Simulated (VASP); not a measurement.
TeAs2:

```xyz
6
Lattice="-3.5565 3.5565 2.9405 3.5565 -3.5565 2.9405 3.5565 3.5565 -2.9405" Properties=species:S:1:pos:R:3 pbc="T T T"
Te    0.0000    3.5565    1.4703
Te    0.0000    0.0000    0.0000
As    1.7782    0.0000    2.2054
As    1.7782    3.5565   -0.7351
As    3.5565    1.7782    0.7351
As    0.0000    1.7782    3.6756
```

Base run:

```yaml
Program: VASP 6.6.1
Functional: PBEsol
Potentials_or_basis: VASP PAW PBE potentials, release 64 (Te, As)
Cutoff: 500 eV
k_mesh: 4 × 4 × 4, shifted
Occupations: gaussian, width 0.1 eV
Spin: no spin polarisation
```

Its results: band gap on the k mesh 0.27 eV, indirect (least direct gap 0.41 eV); pressure -3.4 GPa.

**Question.** After a change of settings the same cell gave: band gap on the k mesh zero (band 16 reaches 5.90 eV, above the bottom of band 17 at 5.31 eV); pressure -3.7 GPa. Which change was it?
A. cutoff from 500 eV to 520 eV; k mesh from 4 × 4 × 4, shifted to 10 × 10 × 10
B. cutoff from 500 eV to 520 eV; k mesh from 4 × 4 × 4, shifted to 1 × 1 × 1
C. k mesh from 4 × 4 × 4, shifted to 2 × 2 × 2, shifted

**Answer.** A.

Caveats: the PAW data sets were made with another functional, which shifts forces and pressure a little; spin-orbit coupling is left out, which moves the levels of the heavy elements.
